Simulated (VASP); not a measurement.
# TaN (P-62m) in VASP: a series of runs

The runs below take TaN through single point, with LDA.

Program: VASP 6.6.1. These are calculated values, not measurements. Logs are shortened: lines on timing, memory, paths and dates and some standing lists are left out, and cuts for length are marked.

**1. The cell of the first run**

Symmetry: P-62m, No. 189, hexagonal system. Conventional cell: a = 5.213 Å, b = 5.213 Å, c = 2.921 Å, α = 90.00°, β = 90.00°, γ = 120.00°. Ta (site symmetry -6) has 6 N at 2.17 Å and 5 Ta at 2.92 to 3.01 Å within 3.1 Å. Within 2.7 Å of Ta (site symmetry -62m) lie 3 N at 2.05 Å. Within 2.8 Å of N (site symmetry m2m) lie 5 Ta at 2.05 to 2.17 Å and 4 N at 2.78 Å.

**2. Single point, LDA**

File INCAR:

```
SYSTEM = TaN
PREC = Accurate
ENCUT = 520
EDIFF = 1E-7
ISMEAR = 1
SIGMA = 0.1
LREAL = .False.
LASPH = .True.
NELM = 100
ALGO = Normal
ISIF = 2
LWAVE = .False.
LCHARG = .False.
NBANDS = 33
```

File KPOINTS:

```
Automatic mesh
0
Gamma
  5 5 8
  0 0 0
```

File POSCAR:

```
TaN
1.0
    5.2132625853      0.0000000000      0.0000000000
   -2.6066312926      4.5148178374      0.0000000000
    0.0000000000      0.0000000000      2.9206711674
Ta N
3 3
Direct
    0.3333333333      0.6666666667      0.5000000000
    0.6666666667      0.3333333333      0.5000000000
    0.0000000000      0.0000000000      0.0000000000
    0.3928500000      0.0000000000      0.0000000000
    0.6071500000      0.6071500000      0.0000000000
    0.0000000000      0.3928500000      0.0000000000
```

Potentials or basis: VASP PAW LDA potentials, release 64 (Ta_pv, N).

On the command line:

```
> cat potpaw_LDA.64/Ta_pv/POTCAR potpaw_LDA.64/N/POTCAR > POTCAR
> mpirun -np 1 vasp_std > vasp.out
```

OUTCAR:

```text
SYSTEM = TaN
   PREC = Accurate
   ENCUT = 520
   EDIFF = 1E-7
   ISMEAR = 1
   LREAL = .False.
   LASPH = .True.
   NELM = 100
   ISIF = 2

 ion  position               nearest neighbor table
   1  0.333  0.667  0.500-   5 2.17   5 2.17   6 2.17   6 2.17   4 2.17   4 2.17   2 3.01   2 3.01
                             2 3.01   3 3.35   3 3.35   3 3.35   3 3.35   3 3.35   3 3.35
   2  0.667  0.333  0.500-   6 2.17   6 2.17   4 2.17   4 2.17   5 2.17   5 2.17   1 3.01   1 3.01
                             1 3.01   3 3.35   3 3.35   3 3.35   3 3.35   3 3.35   3 3.35
   3  0.000  0.000  0.000-   4 2.05   6 2.05   5 2.05   2 3.35   1 3.35   1 3.35   2 3.35   2 3.35
                             2 3.35   1 3.35   1 3.35   2 3.35   2 3.35   1 3.35   1 3.35
   4  0.393  0.000  0.000-   3 2.05   1 2.17   1 2.17   2 2.17   2 2.17
   5  0.607  0.607  0.000-   3 2.05   1 2.17   1 2.17   2 2.17   2 2.17
   6  0.000  0.393  0.000-   3 2.05   2 2.17   2 2.17   1 2.17   1 2.17

  LATTYP: Found a hexagonal cell.
 ALAT       =     5.2132625853
 C/A-ratio  =     0.5602386451

  Lattice vectors:

 A1 = (   5.2132625853,   0.0000000000,   0.0000000000)
 A2 = (  -2.6066312926,   4.5148178374,   0.0000000000)
 A3 = (   0.0000000000,   0.0000000000,   2.9206711674)

Analysis of symmetry for initial positions (statically):
=====================================================================
 Subroutine PRICEL returns:
 Original cell was already a primitive cell.

 Routine SETGRP: Setting up the symmetry group for a
 hexagonal supercell.

 Subroutine GETGRP returns: Found 12 space group operations
 (whereof 12 operations were pure point group operations)
 out of a pool of 24 trial point group operations.

The static configuration has the point symmetry D_3h.

Analysis of symmetry for dynamics (positions and initial velocities):
=====================================================================
 Subroutine PRICEL returns:
 Original cell was already a primitive cell.

 Routine SETGRP: Setting up the symmetry group for a
 hexagonal supercell.

 Subroutine GETGRP returns: Found 12 space group operations
 (whereof 12 operations were pure point group operations)
 out of a pool of 24 trial point group operations.

The dynamic configuration has the point symmetry D_3h.

 Subroutine INISYM returns: Found 12 space group operations
 (whereof 12 operations are pure point group operations),
 and found     1 'primitive' translations

----------------------------------------------------------------------------------------

                                     Primitive cell

  volume of cell :      68.7436

[... 103 lines left out ...]
   POTIM  = 0.5000    time-step for ionic-motion
   TEBEG  =    0.0;   TEEND  =   0.0 temperature during run
   PSTRESS=    0.0 pullay stress
   NELECT =      48.0000    total number of electrons
   NUPDOWN=      -1.0000    fix difference up-down
   EMIN   =  10.00;   EMAX   =-10.00  energy-range for DOS
   EFERMI =   0.00;   METHOD = LEGACY
   ISMEAR =     1;   SIGMA  =   0.10  broadening in eV -4-tet -1-fermi 0-gaus
   EFERMI_NEDOS =   21; number of points for ismear=-14 and -15
   IALGO  =     38    algorithm
   IMIX   =      4    mixing-type and parameters
     AMIX     =   0.40;   BMIX     =  1.00
     AMIX_MAG =   1.60;   BMIX_MAG =  1.00
  volume/ion in A,a.u.               =      11.46        77.32
  Fermi-wavevector in a.u.,A,eV,Ry     =   1.452372  2.744584 28.699901  2.109383
  Thomas-Fermi vector in A             =   2.569761
   LORBIT       =      0    0 simple, 1 ext, 2 COOP (PROOUT), +10 PAW based schemes
   GGA     = CA    functional components
   LHFCALC =     F    Hartree Fock is set to
   AEXX    =    0.0000 exact exchange contribution
   IVDW    =     0    specifies the selected vdW correction
   LEPSILON=     F    determine dielectric tensor
   LRPA    =     F    only Hartree local field effects (RPA)
 non-spin polarized calculation
 Methfessel and Paxton  Order N= 1 SIGMA  =   0.10
  energy-cutoff  :      520.00
  volume of cell :       68.74
 maximum number of plane-waves:      1866
 NGX is ok and might be reduce to    40
   NGX = 19   NGY = 19   NGZ = 11

 number of electron      48.0000003 magnetization

 Free energy of the ion-electron system (eV)
  ---------------------------------------------------
  ext. energy  EPLUGINS =         0.00000000
  ---------------------------------------------------
  free energy    TOTEN  =       -74.05270319 eV

  energy without entropy =      -74.05100935  energy(sigma->0) =      -74.05213858

 E-fermi :   8.2943     XC(G=0): -13.1896

 val. band max:        8.0004235459   @ k =   0.2000  -0.0000   0.1250
 cond. band min:       8.3108294469   @ k =   0.2000  -0.0000   0.2500
 fundamental gap:      0.3104059010
 Fermi energy:         8.2943142992

 k-point     1 :       0.0000    0.0000    0.0000
  band No.  band energies     occupation
      1     -27.9560      2.00000
      2     -27.9560      2.00000
      3     -27.6078      2.00000
      4     -27.6078      2.00000
      5     -27.4398      2.00000
      6     -27.3341      2.00000
[... 853 lines left out ...]
     32      12.8666      0.00000
     33      13.2425      0.00000

 [... further k-points ...]

------------------------ aborting loop because EDIFF is reached ----------------------------------------

  FORCE on cell =-STRESS in cart. coord.  units (eV):
  Direction    XX          YY          ZZ          XY          YZ          ZX
  --------------------------------------------------------------------------------------
  -------------------------------------------------------------------------------------
  Total       -4.4576958     -4.4576958     -5.7199982     -0.0000000      0.0000000      0.0000000
  in kB     -103.8935325   -103.8935326   -133.3134541     -0.0000000      0.0000000      0.0000000
  external PRESSURE =    -113.7001731 kB  Pullay stress =       0.0000000 kB

 VOLUME and BASIS-vectors are now :
 -----------------------------------------------------------------------------
  energy-cutoff  :      520.00
  volume of cell :       68.74
      direct lattice vectors                 reciprocal lattice vectors
     5.213262585  0.000000000  0.000000000     0.191818460  0.110746439  0.000000000
    -2.606631293  4.514817837  0.000000000     0.000000000  0.221492879  0.000000000
     0.000000000  0.000000000  2.920671167     0.000000000  0.000000000  0.342387055

 POSITION                                       TOTAL-FORCE (eV/Angst)
 -----------------------------------------------------------------------------------
     -0.00000      3.00988      1.46034        -0.000000      0.000000      0.000000
      2.60663      1.50494      1.46034        -0.000000      0.000000      0.000000
      0.00000      0.00000      0.00000        -0.000000      0.000000      0.000000
      2.04803      0.00000      0.00000        -0.107611     -0.000000     -0.000000
      1.58262      2.74117      0.00000         0.053805      0.093194      0.000000
     -1.02402      1.77365      0.00000         0.053805     -0.093194     -0.000000
 -----------------------------------------------------------------------------------
    total drift:                               -0.000002     -0.000003      0.000000

  FREE ENERGIE OF THE ION-ELECTRON SYSTEM (eV)
  ---------------------------------------------------
  free  energy   TOTEN  =       -74.0527031930 eV

  energy  without entropy=      -74.0510093480  energy(sigma->0) =      -74.05213858
```

OSZICAR:

```text
N       E                     dE             d eps       ncg     rms          rms(c)
DAV:   1     0.437107795274E+03    0.43711E+03   -0.25827E+04  1650   0.152E+03
DAV:   2    -0.553829710414E+02   -0.49249E+03   -0.46729E+03  1910   0.441E+02
DAV:   3    -0.834305914135E+02   -0.28048E+02   -0.27637E+02  1976   0.101E+02
DAV:   4    -0.839784850146E+02   -0.54789E+00   -0.54290E+00  2092   0.135E+01
DAV:   5    -0.839911314130E+02   -0.12646E-01   -0.12634E-01  2092   0.162E+00    0.425E+01
DAV:   6    -0.744855675159E+02    0.95056E+01   -0.50585E+01  2025   0.371E+01    0.179E+01
DAV:   7    -0.741560986782E+02    0.32947E+00   -0.26579E+00  2023   0.832E+00    0.103E+01
DAV:   8    -0.740692315354E+02    0.86867E-01   -0.38586E-01  2020   0.368E+00    0.896E-01
DAV:   9    -0.740538520655E+02    0.15379E-01   -0.40618E-02  2107   0.139E+00    0.369E-01
DAV:  10    -0.740529849527E+02    0.86711E-03   -0.10339E-02  1997   0.487E-01    0.170E-01
DAV:  11    -0.740527615182E+02    0.22343E-03   -0.21160E-03  2062   0.288E-01    0.564E-02
DAV:  12    -0.740527020375E+02    0.59481E-04   -0.28220E-04  2040   0.879E-02    0.164E-02
DAV:  13    -0.740527031562E+02   -0.11187E-05   -0.12798E-05  1987   0.207E-02    0.387E-03
DAV:  14    -0.740527031930E+02   -0.36842E-07   -0.25825E-07  1706   0.304E-03
   1 F= -.74052703E+02 E0= -.74052139E+02  d E =-.169385E-02
```

stdout:

```text
POSCAR found type information on POSCAR TaN
 POSCAR found :  2 types and       6 ions
 scaLAPACK will be used
 LDA part: xc-table for (Slater(with rela. corr.)+CA(PZ))
 , standard interpolation
 POSCAR, INCAR and KPOINTS ok, starting setup
 FFT: planning ... GRIDC
 FFT: planning ... GRID_SOFT
 FFT: planning ... GRID
 WAVECAR not read
 entering main loop
```

It took 70 s on 1 thread of Intel Xeon 8259CL, shared host; peak memory 0.19 GiB.

Results:

| Item | Value |
| --- | --- |
| Free energy | -74.0527 eV |
| Pressure | -11.4 GPa |
| Largest force | 0.108 eV/Å |
| Band gap on the k mesh | zero (bands 24 and 25 overlap by 3.05 eV) |

Forces in eV/Å, atoms in the order of the input:
```
Ta   0.000  0.000  0.000
Ta   0.000  0.000  0.000
Ta   0.000  0.000  0.000
N   -0.108  0.000  0.000
N    0.054  0.093  0.000
N    0.054 -0.093  0.000
```

Levels at points of the mesh, in eV from the Fermi level:
```
           k point  band 22  band 23  band 24  band 25  band 26  band 27
(0.00, 0.00, 0.00)    -3.49    -2.11    -1.13    -1.13     0.31     0.31
(0.00, 0.00, 0.50)    -3.04    -3.04     1.64     1.64     1.77     1.94
```

Caveat: the cell stands under tension; spin-orbit coupling is left out, which moves the levels of the heavy elements.

**3. Single point, LDA**

This run uses another cell than the first one, of 11.80 Å³/atom.

File INCAR:

```
PREC = Accurate
ENCUT = 520
EDIFF = 1E-6
ISMEAR = 1
SIGMA = 0.1
LREAL = F
LASPH = T
NELM = 80
ALGO = Normal
ISIF = 2
LWAVE = F
LCHARG = F
GGA = CA
NBANDS = 33
```

File KPOINTS:

```
Automatic mesh
0
Gamma
  5 5 8
```

Changes to POSCAR since step 2:

```diff
@@ -2,5 +2,5 @@
 1.0
-    5.2132625853      0.0000000000      0.0000000000
-   -2.6066312926      4.5148178374      0.0000000000
-    0.0000000000      0.0000000000      2.9206711674
+    5.2643762622      0.0000000000      0.0000000000
+   -2.6321881311      4.5590835801      0.0000000000
+    0.0000000000      0.0000000000      2.9493070245
 Ta N
```

Potentials or basis: VASP PAW LDA potentials, release 64 (Ta_pv, N).

On the command line:

```
> cat potpaw_LDA.64/Ta_pv/POTCAR potpaw_LDA.64/N/POTCAR > POTCAR
> mpirun -np 1 vasp_std > vasp.out
```

OUTCAR:

```text
PREC = Accurate
   ENCUT = 520
   EDIFF = 1E-6
   ISMEAR = 1
   LREAL = F
   LASPH = T
   NELM = 80
   ISIF = 2
   GGA = CA

 ion  position               nearest neighbor table
   1  0.333  0.667  0.500-   5 2.19   5 2.19   6 2.19   6 2.19   4 2.19   4 2.19   2 3.04   2 3.04
                             2 3.04   3 3.38   3 3.38   3 3.38   3 3.38   3 3.38   3 3.38
   2  0.667  0.333  0.500-   6 2.19   6 2.19   4 2.19   4 2.19   5 2.19   5 2.19   1 3.04   1 3.04
                             1 3.04   3 3.38   3 3.38   3 3.38   3 3.38   3 3.38   3 3.38
   3  0.000  0.000  0.000-   4 2.07   5 2.07   6 2.07   2 3.38   1 3.38   1 3.38   2 3.38   2 3.38
                             2 3.38   1 3.38   1 3.38   2 3.38   2 3.38   1 3.38   1 3.38
   4  0.393  0.000  0.000-   3 2.07   1 2.19   1 2.19   2 2.19   2 2.19
   5  0.607  0.607  0.000-   3 2.07   1 2.19   1 2.19   2 2.19   2 2.19
   6  0.000  0.393  0.000-   3 2.07   2 2.19   2 2.19   1 2.19   1 2.19

  LATTYP: Found a hexagonal cell.
 ALAT       =     5.2643762622
 C/A-ratio  =     0.5602386451

  Lattice vectors:

 A1 = (   5.2643762622,   0.0000000000,   0.0000000000)
 A2 = (  -2.6321881311,   4.5590835801,   0.0000000000)
 A3 = (   0.0000000000,   0.0000000000,   2.9493070245)

Analysis of symmetry for initial positions (statically):
[... 189 lines left out ...]
  band No.  band energies     occupation
      1     -28.2794      2.00000
      2     -28.2794      2.00000
      3     -27.9591      2.00000
      4     -27.9591      2.00000
      5     -27.8133      2.00000
      6     -27.7197      2.00000
[... 853 lines left out ...]
     32      12.3327      0.00000
     33      12.7158      0.00000

 [... further k-points ...]

------------------------ aborting loop because EDIFF is reached ----------------------------------------

  FORCE on cell =-STRESS in cart. coord.  units (eV):
  Direction    XX          YY          ZZ          XY          YZ          ZX
  --------------------------------------------------------------------------------------
  -------------------------------------------------------------------------------------
  Total       -8.1859944     -8.1859944     -9.6372075      0.0000000      0.0000000      0.0000000
  in kB     -185.2838495   -185.2838497   -218.1309692      0.0000000      0.0000000      0.0000000
  external PRESSURE =    -196.2328895 kB  Pullay stress =       0.0000000 kB

 VOLUME and BASIS-vectors are now :
 -----------------------------------------------------------------------------
  energy-cutoff  :      520.00
  volume of cell :       70.79
      direct lattice vectors                 reciprocal lattice vectors
     5.264376262  0.000000000  0.000000000     0.189956027  0.109671163  0.000000000
    -2.632188131  4.559083580  0.000000000     0.000000000  0.219342327  0.000000000
     0.000000000  0.000000000  2.949307024     0.000000000  0.000000000  0.339062699

 POSITION                                       TOTAL-FORCE (eV/Angst)
 -----------------------------------------------------------------------------------
     -0.00000      3.03939      1.47465        -0.000000      0.000000      0.000000
      2.63219      1.51969      1.47465        -0.000000      0.000000      0.000000
      0.00000      0.00000      0.00000        -0.000000      0.000000      0.000000
      2.06811      0.00000      0.00000        -0.224679      0.000000     -0.000000
      1.59813      2.76805      0.00000         0.112340      0.194578      0.000000
     -1.03406      1.79104      0.00000         0.112340     -0.194578      0.000000
 -----------------------------------------------------------------------------------
    total drift:                               -0.000001     -0.000002      0.000000

  FREE ENERGIE OF THE ION-ELECTRON SYSTEM (eV)
  ---------------------------------------------------
  free  energy   TOTEN  =       -73.8553852465 eV

  energy  without entropy=      -73.8539135475  energy(sigma->0) =      -73.85489468
```

stdout:

```text
POSCAR found type information on POSCAR TaN
 POSCAR found :  2 types and       6 ions
 scaLAPACK will be used
 LDA part: xc-table for (Slater(with rela. corr.)+CA(PZ))
 , standard interpolation
 POSCAR, INCAR and KPOINTS ok, starting setup
 FFT: planning ... GRIDC
 FFT: planning ... GRID_SOFT
 FFT: planning ... GRID
 WAVECAR not read
 entering main loop
```

It took 71 s on 1 thread of Intel Xeon 8259CL, shared host; peak memory 0.19 GiB.

Results:

| Property | Result |
| --- | --- |
| Free energy | -73.8554 eV |
| Pressure | -19.6 GPa |
| Largest force | 0.225 eV/Å |
| Band gap on the k mesh | zero (bands 24 and 25 overlap by 2.95 eV) |

Forces in eV/Å, atoms in the order of the input:
```
Ta   0.000  0.000  0.000
Ta   0.000  0.000  0.000
Ta   0.000  0.000  0.000
N   -0.225  0.000  0.000
N    0.112  0.195  0.000
N    0.112 -0.195  0.000
```

Levels at points of the mesh, in eV from the Fermi level:
```csv
k point,band 20,band 21,band 22,band 23,band 24,band 25,band 26,band 27,band 28,band 29
"(0.00, 0.00, 0.00)",-5.03,-4.27,-3.43,-2.06,-1.08,-1.08,0.31,0.31,1.51,1.58
"(0.00, 0.00, 0.50)",-4.51,-4.40,-2.93,-2.93,1.57,1.57,1.71,1.86,1.86,2.88
```

Caveat: the cell stands under tension; spin-orbit coupling is left out, which moves the levels of the heavy elements.

**4. Single point, LDA**

This run uses another cell than the first one, of 12.14 Å³/atom.

File INCAR:

```
ALGO = Normal
EDIFF = 1E-6
ENCUT = 520
GGA = CA
ISIF = 2
ISMEAR = 1
LASPH = T
LCHARG = F
LREAL = F
LWAVE = F
NBANDS = 33
NELM = 100
PREC = Accurate
SIGMA = 0.1
```

File KPOINTS:

```
k-points
0
Gamma
  5 5 8
```

Changes to POSCAR since step 3:

```diff
@@ -2,5 +2,5 @@
 1.0
-    5.2643762622      0.0000000000      0.0000000000
-   -2.6321881311      4.5590835801      0.0000000000
-    0.0000000000      0.0000000000      2.9493070245
+    5.3145161967      0.0000000000      0.0000000000
+   -2.6572580984      4.6025060372      0.0000000000
+    0.0000000000      0.0000000000      2.9773973535
 Ta N
```

On the command line:

```
> cat potpaw_LDA.64/Ta_pv/POTCAR potpaw_LDA.64/N/POTCAR > POTCAR
> mpirun -np 1 vasp_std > vasp.out
```

Wall time 76 s (1 thread of Intel Xeon 8259CL, shared host); peak memory 0.19 GiB.

It converged, with:

```
Free energy            : -73.5610 eV
Pressure               : -26.6 GPa
Largest force          : 0.331 eV/Å
Band gap on the k mesh : zero (bands 24 and 25 overlap by 2.85 eV)
```

Forces on the atoms (eV/Å):
```
Ta   0.000  0.000  0.000
Ta   0.000  0.000  0.000
Ta   0.000  0.000  0.000
N   -0.331  0.000  0.000
N    0.166  0.287  0.000
N    0.166 -0.287  0.000
```

Stress tensor (GPa, compression positive):
```
-25.43   0.00   0.00
  0.00 -25.43   0.00
  0.00   0.00 -29.00
```

Levels at points of the mesh, in eV from the Fermi level:
```tsv
k point	band 22	band 23	band 24	band 25	band 26	band 27
(0.00, 0.00, 0.00)	-3.36	-2.00	-1.03	-1.03	0.31	0.31
(0.00, 0.00, 0.50)	-2.83	-2.83	1.51	1.51	1.66	1.78
```

Caveat: the cell stands under tension; spin-orbit coupling is left out, which moves the levels of the heavy elements.

**5. Summary**

| cell | gap on the mesh (eV) | pressure (GPa) | largest force (eV/Å) |
| --- | --- | --- | --- |
| a = 5.213, b = 5.213, c = 2.921 Å, angles 90.0, 90.0, 120.0°, 6 atoms | none | -11.4 | 0.11 |
| a = 5.264, b = 5.264, c = 2.949 Å, angles 90.0, 90.0, 120.0°, 6 atoms | none | -19.6 | 0.22 |
| a = 5.315, b = 5.315, c = 2.977 Å, angles 90.0, 90.0, 120.0°, 6 atoms | none | -26.6 | 0.33 |

Alike in all rows: task single point; level LDA; potentials or basis VASP PAW LDA potentials, release 64 (Ta_pv, N); no spin polarisation; k mesh 5 × 5 × 8; cutoff (eV) 520; smearing methfessel-paxton 0.1 eV.

Caveats: the cell stands under tension; spin-orbit coupling is left out, which moves the levels of the heavy elements.

Total energies depend on the potentials used, so only differences within one code and one set of settings carry meaning.
